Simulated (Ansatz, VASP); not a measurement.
**Two plane-wave programs on Re**

```
Re
1.0
     2.76080    0.00000    0.00000
    -1.38040    2.39092    0.00000
     0.00000    0.00000    4.45820
Re
2
Cartesian
  1.3804 0.7970 3.3436
  0.0000 1.5939 1.1145
```

Alike in both runs: functional r2SCAN; k mesh 6 × 6 × 4; occupations fermi-dirac, width 0.05 eV; no spin polarisation.

```csv
,VASP,Ansatz
version,VASP 6.6.1,Ansatz 0.2.0
potentials or method,"VASP PAW PBE potentials, release 64 (Re)",Ansatz PAW
plane-wave cutoff (eV),520,500
valence electrons in the cell,14,30
task,single point,band structure
```

```csv
,VASP,Ansatz,Ansatz less VASP
gap on the k mesh at the Fermi level (eV),none,none,-
pressure (GPa),0.0,-0.1,-0.04
"traceless stress, the component that is largest in VASP (GPa)",1.44,1.48,+0.041
```

VASP's potentials were made for PBE, not for r2SCAN. A gap of «none» marks a metal or a gap that the smearing closes. VASP's potentials hold 14 valence electrons a cell and Ansatz's 30, so a difference there can come from the potentials and not from the codes.

The k mesh is coarse, so the values compare programs but aren't converged. Neither program's run includes spin-orbit coupling.
